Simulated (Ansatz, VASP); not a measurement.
**SrCl2 in VASP and in Ansatz**

```
Sr Cl
1.0
     0.00000    3.55456    3.67044
     3.55456    0.00000    3.67044
     3.55456    3.55456    0.00000
Sr Cl
1 2
Direct
  0.00000 0.00000 0.00000
  0.25000 0.25000 0.25000
  0.75000 0.75000 0.75000
```

Alike in both runs: task single point; functional PBE; k mesh 6 × 6 × 6; occupations gaussian, width 0.05 eV; no spin polarisation.

|  | VASP | Ansatz |
| --- | --- | --- |
| version | VASP 6.6.1 | Ansatz 0.2.0 |
| potentials or method | VASP PAW PBE potentials, release 64 (Sr_sv, Cl), cutoff 520 eV | scalar-relativistic, plane waves, PAW |
| valence electrons in the cell | 24 | 24 |

Ansatz gave:

* gap on the k mesh at the Fermi level (eV): 4.92
* least direct gap on the mesh (eV): 5.21
* pressure (GPa): -1.8
* traceless stress, the component that is largest in VASP (GPa): -0.97

Question: Which values does VASP return?

Answer: gap on the k mesh at the Fermi level (eV): 4.92; least direct gap on the mesh (eV): 5.21; pressure (GPa): -1.7; traceless stress, the component that is largest in VASP (GPa): -0.96.
